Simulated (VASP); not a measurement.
# LaPt2 (Fd-3m) in VASP: further runs, part 2 of 2

VASP 6.6.1. Earlier steps stand in the parts before.

**4. Single point, LDA**

INCAR

```
SYSTEM = LaPt2
ALGO = Normal
EDIFF = 1E-6
ENCUT = 500
GGA_COMPAT = .FALSE.
ISIF = 2
ISMEAR = 1
LASPH = .TRUE.
LCHARG = .FALSE.
LMAXMIX = 6
LREAL = .FALSE.
LWAVE = .FALSE.
NBANDS = 40
NELM = 200
PREC = Accurate
SIGMA = 0.1
```

KPOINTS

```
k-points
0
G
  6 6 6
  0 0 0
```

POSCAR

```
LaPt2
1.0
    0.0000000000      3.8870000000      3.8870000000
    3.8870000000      0.0000000000      3.8870000000
    3.8870000000      3.8870000000      0.0000000000
La Pt
2 4
Direct
    0.5000000000      0.5000000000      0.5000000000
    0.7500000000      0.7500000000      0.7500000000
    0.1250000000      0.1250000000      0.1250000000
    0.6250000000      0.1250000000      0.1250000000
    0.1250000000      0.6250000000      0.1250000000
    0.1250000000      0.1250000000      0.6250000000
```

Potentials or basis: VASP PAW LDA potentials, release 64 (La, Pt).

Started as:

```console
$ cat potpaw_LDA.64/La/POTCAR potpaw_LDA.64/Pt/POTCAR > POTCAR
$ mpirun -np 1 vasp_std > vasp.out
```

OUTCAR:

```text
SYSTEM = LaPt2
   EDIFF = 1E-6
   ENCUT = 500
   ISIF = 2
   ISMEAR = 1
   LASPH = .TRUE.
   LREAL = .FALSE.
   NELM = 200
   PREC = Accurate

 ion  position               nearest neighbor table
   1  0.500  0.500  0.500-   3 3.22   5 3.22   6 3.22   3 3.22   4 3.22   6 3.22   3 3.22   4 3.22
                             5 3.22   4 3.22   5 3.22   6 3.22   2 3.37   2 3.37   2 3.37   2 3.37
   2  0.750  0.750  0.750-   4 3.22   5 3.22   6 3.22   3 3.22   4 3.22   5 3.22   3 3.22   4 3.22
                             6 3.22   3 3.22   5 3.22   6 3.22   1 3.37   1 3.37   1 3.37   1 3.37
   3  0.125  0.125  0.125-   4 2.75   5 2.75   6 2.75   6 2.75   5 2.75   4 2.75   1 3.22   2 3.22
                             1 3.22   2 3.22   1 3.22   2 3.22
   4  0.625  0.125  0.125-   3 2.75   6 2.75   5 2.75   3 2.75   5 2.75   6 2.75   2 3.22   1 3.22
                             1 3.22   2 3.22   2 3.22   1 3.22
   5  0.125  0.625  0.125-   3 2.75   6 2.75   3 2.75   4 2.75   6 2.75   4 2.75   2 3.22   1 3.22
                             2 3.22   2 3.22   1 3.22   1 3.22
   6  0.125  0.125  0.625-   3 2.75   3 2.75   4 2.75   5 2.75   5 2.75   4 2.75   1 3.22   2 3.22
                             1 3.22   2 3.22   1 3.22   2 3.22

  LATTYP: Found a face centered cubic cell.
 ALAT       =     7.7740000000

  Lattice vectors:

 A1 = (   0.0000000000,   3.8870000000,   3.8870000000)
 A2 = (   3.8870000000,   0.0000000000,   3.8870000000)
 A3 = (   3.8870000000,   3.8870000000,   0.0000000000)

Analysis of symmetry for initial positions (statically):
=====================================================================
 Subroutine PRICEL returns:
 Original cell was already a primitive cell.

 Routine SETGRP: Setting up the symmetry group for a
 face centered cubic supercell.

 Subroutine GETGRP returns: Found 48 space group operations
 (whereof 24 operations were pure point group operations)
 out of a pool of 48 trial point group operations.

The static configuration has the point symmetry T_d .
 The point group associated with its full space group is O_h .

Analysis of symmetry for dynamics (positions and initial velocities):
=====================================================================
 Subroutine PRICEL returns:
 Original cell was already a primitive cell.

 Routine SETGRP: Setting up the symmetry group for a
 face centered cubic supercell.

 Subroutine GETGRP returns: Found 48 space group operations
 (whereof 24 operations were pure point group operations)
 out of a pool of 48 trial point group operations.

The dynamic configuration has the point symmetry T_d .
 The point group associated with its full space group is O_h .

 Subroutine INISYM returns: Found 48 space group operations
 (whereof 24 operations are pure point group operations),
 and found     1 'primitive' translations

----------------------------------------------------------------------------------------

                                     Primitive cell

  volume of cell :     117.4556

  direct lattice vectors                    reciprocal lattice vectors
     0.000000000  3.887000000  3.887000000    -0.128633908  0.128633908  0.128633908
[... 50 lines left out ...]
            Coordinates               Weight
  0.000000  0.000000  0.000000      1.000000
  0.166667  0.000000  0.000000      8.000000
  0.333333  0.000000  0.000000      8.000000
  0.500000  0.000000  0.000000      4.000000
  0.166667  0.166667  0.000000      6.000000
  0.333333  0.166667  0.000000     24.000000
[... 8 lines left out ...]
 -0.333333  0.333333  0.166667     24.000000
 -0.333333  0.500000  0.166667     12.000000
   k-points           NKPTS =     16   k-points in BZ     NKDIM =     16   number of bands    NBANDS=     40
   number of dos      NEDOS =    301   number of ions     NIONS =      6
   total plane-waves  NPLWV =  64000
   dimension x,y,z NGX =    40 NGY =   40 NGZ =   40
   dimension x,y,z NGXF=    80 NGYF=   80 NGZF=   80
   ions per type =               2   4
   NGX,Y,Z   is equivalent  to a cutoff of  12.10, 12.10, 12.10 a.u.
   NGXF,Y,Z  is equivalent  to a cutoff of  24.19, 24.19, 24.19 a.u.
 SYSTEM =  LaPt2
   PREC   = accura    normal or accurate (medium, high low for compatibility)
   ISTART =      0    job   : 0-new  1-cont  2-samecut
   ICHARG =      2    charge: 1-file 2-atom 10-const
   ISPIN  =      1    spin polarized calculation?
   LNONCOLLINEAR =      F non collinear calculations
   LSORBIT =      F    spin-orbit coupling
   LASPH  =      T    aspherical Exc in radial PAW
   ENCUT  =  500.0 eV  36.75 Ry    6.06 a.u.  10.02 10.02 10.02*2*pi/ulx,y,z
   NELM   =    200;   NELMIN=  2; NELMDL= -5     # of ELM steps
   EDIFF  = 0.1E-05   stopping-criterion for ELM
   LREAL  =      F    real-space projection
   EDIFFG = 0.1E-04   stopping-criterion for IOM
   NSW    =      0    number of steps for IOM
   IBRION =     -1    ionic relax: 0-MD 1-quasi-New 2-CG
   NFREE  =      0    steps in history (QN), initial steepest desc. (CG)
   ISIF   =      2    stress and relaxation
   ISYM   =      2    0-nonsym 1-usesym 2-fastsym
   POTIM  = 0.5000    time-step for ionic-motion
   TEBEG  =    0.0;   TEEND  =   0.0 temperature during run
   PSTRESS=    0.0 pullay stress
   NELECT =      62.0000    total number of electrons
   NUPDOWN=      -1.0000    fix difference up-down
   EMIN   =  10.00;   EMAX   =-10.00  energy-range for DOS
   EFERMI =   0.00;   METHOD = LEGACY
   ISMEAR =     1;   SIGMA  =   0.10  broadening in eV -4-tet -1-fermi 0-gaus
   EFERMI_NEDOS =   21; number of points for ismear=-14 and -15
   IALGO  =     38    algorithm
   IMIX   =      4    mixing-type and parameters
     AMIX     =   0.40;   BMIX     =  1.00
     AMIX_MAG =   1.60;   BMIX_MAG =  1.00
  volume/ion in A,a.u.               =      19.58       132.10
  Fermi-wavevector in a.u.,A,eV,Ry     =   1.323064  2.500228 23.816976  1.750498
  Thomas-Fermi vector in A             =   2.452699
   LORBIT       =      0    0 simple, 1 ext, 2 COOP (PROOUT), +10 PAW based schemes
   GGA     = CA    functional components
   LHFCALC =     F    Hartree Fock is set to
   AEXX    =    0.0000 exact exchange contribution
   IVDW    =     0    specifies the selected vdW correction
   LEPSILON=     F    determine dielectric tensor
   LRPA    =     F    only Hartree local field effects (RPA)
 non-spin polarized calculation
 Methfessel and Paxton  Order N= 1 SIGMA  =   0.10
  energy-cutoff  :      500.00
  volume of cell :      117.46
 maximum number of plane-waves:      2998
   NGX = 21   NGY = 21   NGZ = 21

 number of electron      61.9999999 magnetization

 Free energy of the ion-electron system (eV)
  ---------------------------------------------------
  ext. energy  EPLUGINS =         0.00000000
  ---------------------------------------------------
  free energy    TOTEN  =       -47.66431240 eV

  energy without entropy =      -47.66026746  energy(sigma->0) =      -47.66296408

 E-fermi :  11.0751     XC(G=0): -12.3495

 val. band max:       11.0271765908   @ k =   0.5000   0.0000   0.0000
 cond. band min:      11.0853812013   @ k =   0.0000   0.0000   0.0000
 fundamental gap:      0.0582046104
 Fermi energy:        11.0751322891

 k-point     1 :       0.0000    0.0000    0.0000
  band No.  band energies     occupation
      1     -21.6997      2.00000
      2     -21.2597      2.00000
      3      -5.9094      2.00000
      4      -5.9094      2.00000
      5      -5.9094      2.00000
      6      -4.9917      2.00000
[... 677 lines left out ...]
     39      12.9244     -0.00000
     40      12.9251     -0.00000

------------------------ aborting loop because EDIFF is reached ----------------------------------------

  FORCE on cell =-STRESS in cart. coord.  units (eV):
  Direction    XX          YY          ZZ          XY          YZ          ZX
  --------------------------------------------------------------------------------------
  -------------------------------------------------------------------------------------
  Total       -3.6832965     -3.6832965     -3.6832965     -0.0000000     -0.0000000     -0.0000000
  in kB      -50.2427777    -50.2427777    -50.2427777     -0.0000000     -0.0000000     -0.0000000
  external PRESSURE =     -50.2427777 kB  Pullay stress =       0.0000000 kB

 VOLUME and BASIS-vectors are now :
 -----------------------------------------------------------------------------
  energy-cutoff  :      500.00
  volume of cell :      117.46
      direct lattice vectors                 reciprocal lattice vectors
     0.000000000  3.887000000  3.887000000    -0.128633908  0.128633908  0.128633908
     3.887000000  0.000000000  3.887000000     0.128633908 -0.128633908  0.128633908
     3.887000000  3.887000000  0.000000000     0.128633908  0.128633908 -0.128633908

 POSITION                                       TOTAL-FORCE (eV/Angst)
 -----------------------------------------------------------------------------------
      3.88700      3.88700      3.88700        -0.000000     -0.000000     -0.000000
      5.83050      5.83050      5.83050         0.000000      0.000000      0.000000
      0.97175      0.97175      0.97175        -0.000000     -0.000000     -0.000000
      0.97175      2.91525      2.91525        -0.000000     -0.000000     -0.000000
      2.91525      0.97175      2.91525        -0.000000     -0.000000     -0.000000
      2.91525      2.91525      0.97175        -0.000000     -0.000000     -0.000000
 -----------------------------------------------------------------------------------
    total drift:                                0.000000     -0.000000      0.000000

  FREE ENERGIE OF THE ION-ELECTRON SYSTEM (eV)
  ---------------------------------------------------
  free  energy   TOTEN  =       -47.6643123976 eV

  energy  without entropy=      -47.6602674558  energy(sigma->0) =      -47.66296408
```

It took 70 s on 1 thread of Intel Xeon Platinum 8375C at 2.90GHz (Ice Lake), shared host; peak memory 0.24 GiB.

What came out:

```yaml
Free_energy: -47.6643 eV
Pressure: -5.0 GPa
Band_gap_on_the_k_mesh: zero (bands 31 and 32 overlap by 0.50 eV)
```

Levels at points of the mesh, in eV from the Fermi level:
```
           k point  band 28  band 29  band 30  band 31  band 32  band 33  band 34  band 35
(0.00, 0.00, 0.00)    -1.59     0.01     0.01     0.01     0.09     0.09     0.09     0.13
(0.50, 0.00, 0.00)    -1.81    -1.81    -0.05    -0.05     0.09     0.21     1.51     1.51
(0.50, 0.50, 0.00)    -2.07    -2.00    -2.00     0.06     0.06     1.03     1.03     1.45
```

Caveat: the cell stands under tension; spin-orbit coupling is left out, which moves the levels of the heavy elements.
